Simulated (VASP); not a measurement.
A run of VASP 6.6.1 is set up as follows.

File INCAR:

```
SYSTEM = Rh
PREC = Accurate ; ENCUT = 520
EDIFF = 1E-6 ; ISMEAR = -1
SIGMA = 0.1 ; LREAL = .False.
LASPH = .True. ; NELM = 80
ALGO = Normal ; ISIF = 2
LWAVE = .False. ; LCHARG = .False.
GGA = RP ; NBANDS = 30
```

KPOINTS

```
regular mesh
0
Gamma
  9 9 12
  0 0 0
```

The input POSCAR:

```
Rh
1.0
    4.3663314846      0.0000000000      0.0000000000
   -2.1831657423      3.7813539870      0.0000000000
    0.0000000000      0.0000000000      2.6804489287
Rh
3
Direct
    0.0000000000      0.0000000000      0.0000000000
    0.3333333333      0.6666666667      0.5000000000
    0.6666666667      0.3333333333      0.5000000000
```

Potentials or basis: VASP PAW PBE potentials, release 64 (Rh_pv).

Run with:

```bash
$ cat potpaw_PBE.64/Rh_pv/POTCAR > POTCAR
$ mpirun -np 1 vasp_std > vasp.out
```

Q: Estimate the pressure.

A: 0.1 GPa.

Caveat: the PAW data sets were made with another functional, which shifts forces and pressure a little.
